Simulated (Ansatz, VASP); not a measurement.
**CdS: VASP beside Ansatz**

```
Cd S
1.0
     5.08398    0.00000    0.00000
    -2.54199    4.40286    0.00000
     0.00000    0.00000    8.94367
Cd S
3 3
Direct
  0.00000 0.00000 0.19237
  0.00000 0.00000 0.80763
  0.00000 0.00000 0.50000
  0.50000 0.00000 0.00000
  0.00000 0.50000 0.00000
  0.50000 0.50000 0.00000
```

Alike in both runs: functional PBE; k mesh 6 × 6 × 2; occupations gaussian, width 0.1 eV; no spin polarisation.

Ansatz relaxed the structure, and its values are those at the end. VASP's run is a single point on that final structure, the one shown.

|  | VASP | Ansatz |
| --- | --- | --- |
| version | VASP 6.6.1 | Ansatz 0.2.0 |
| potentials or method | VASP PAW PBE potentials, release 64 (Cd, S), cutoff 520 eV | scalar-relativistic, plane waves, PAW |
| valence electrons in the cell | 54 | 78 |

VASP gave:

```
gap on the k mesh at the Fermi level (eV) : none
pressure (GPa)                            : 0.3
rms of the force components (eV/Å)        : 0.004
```

Question: Which values does Ansatz return?

Answer: gap on the k mesh at the Fermi level (eV): none; pressure (GPa): 0.2; rms of the force components (eV/Å): 0.005.

A gap of «none» marks a metal or a gap that the smearing closes. The functional is the same, so the differences come from potentials, cutoffs and numerics. VASP's potentials hold 54 valence electrons a cell and Ansatz's 78, so a difference there can come from the potentials and not from the codes.
